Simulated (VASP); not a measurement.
Input of a VASP 6.6.1 run:

Contents of INCAR:

```
SYSTEM = GaN
PREC = Accurate ; ENCUT = 520
EDIFF = 1E-6 ; ISMEAR = 0
SIGMA = 0.01 ; LREAL = .FALSE.
LASPH = .TRUE. ; NELM = 80
ALGO = Normal ; ISIF = 2
LWAVE = .FALSE. ; LCHARG = .FALSE.
GGA = PE ; NBANDS = 16
```

The input KPOINTS:

```
Automatic mesh
0
G
  6 6 6
  0 0 0
```

The input POSCAR:

```
GaN
1.0
    0.0653231975      2.2468071623      2.2468071623
    2.2468071623      0.0653231975      2.2468071623
    2.2468071623      2.2468071623      0.0653231975
Ga N
1 1
Direct
    0.0023580667      0.0023580667      0.0023580667
    0.2476419333      0.2476419333      0.2476419333
```

Potentials or basis: VASP PAW PBE potentials, release 64 (Ga_d, N).

Command:

```sh
$ cat potpaw_PBE.64/Ga_d/POTCAR potpaw_PBE.64/N/POTCAR > POTCAR
$ mpirun -np 1 vasp_std > vasp.out
```

Task: What does it give for the band gap on the k mesh?

Result: 1.89 eV, direct.

Task: What does it give for the pressure?

Result: 16.6 GPa.

Stress tensor (GPa, compression positive):
```
16.56 -4.91 -4.91
-4.91 16.56 -4.91
-4.91 -4.91 16.56
```

Caveat: the cell differs from its parent crystal (epitaxial 111 strain -3.0%).
